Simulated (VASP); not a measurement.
## SiC: single point with r2SCAN

SiC:

```
Si C
1.0
     2.98523    0.00000    0.00000
    -1.49261    2.58528    0.00000
     0.00000    0.00000   10.13439
Si C
4 4
Direct
  0.00000 0.00000 0.00086
  0.33333 0.66667 0.25086
  0.00000 0.00000 0.50086
  0.66667 0.33333 0.75086
  0.00000 0.00000 0.18638
  0.33333 0.66667 0.43689
  0.00000 0.00000 0.68638
  0.66667 0.33333 0.93689
```

This cell differs from its parent crystal: epitaxial xy strain -3.0%.

```yaml
Program: VASP 6.6.1
Task: single point
Functional: r2SCAN
Potentials_or_basis: VASP PAW PBE potentials, release 64 (Si, C)
Cutoff: 520 eV
k_mesh: 12 × 12 × 4
Occupations: gaussian, width 0.01 eV
Spin: no spin polarisation
Dipole_correction: no
Further_INCAR_settings: ALGO = Normal; EDIFF = 1e-07; NBANDS = 26
```

* Pressure: 14.0 GPa
* Largest force: 0.006 eV/Å
* Band gap on the k mesh: 2.35 eV, indirect (least direct gap 3.65 eV)

Forces in eV/Å, atoms in the order of the input:
```
Si   0.000  0.000  0.001
Si   0.000  0.000 -0.006
Si   0.000  0.000  0.001
Si   0.000  0.000 -0.006
C    0.000  0.000  0.003
C    0.000  0.000  0.002
C    0.000  0.000  0.003
C    0.000  0.000  0.002
```

Stress tensor (GPa, compression positive):
```
21.11  0.00  0.00
 0.00 21.11  0.00
 0.00  0.00 -0.34
```

Levels at points of the mesh, in eV from the valence-band top:
| k point | band 14 | band 15 | band 16 | band 17 | band 18 | band 19 |
| --- | --- | --- | --- | --- | --- | --- |
| (0.00, 0.00, 0.00) | -0.48 | 0.00 | 0.00 | 6.51 | 6.74 | 7.15 |
| (0.50, 0.00, 0.00) | -2.52 | -2.00 | -1.31 | 2.35 | 2.83 | 4.95 |
| (0.00, 0.00, 0.50) | -0.19 | -0.19 | -0.19 | 6.83 | 6.83 | 7.80 |
| (0.50, 0.00, 0.50) | -2.92 | -1.72 | -1.72 | 3.00 | 3.00 | 4.68 |

It took 3.7 min on 1 thread of Intel(R) Xeon(R) 6975P-C (Granite Rapids), on a shared host, peak memory 0.25 GiB.

Caveat: the cell differs from its parent crystal (epitaxial xy strain -3.0%); the PAW data sets were made with another functional, which shifts forces and pressure a little. A k mesh can miss the band edges.
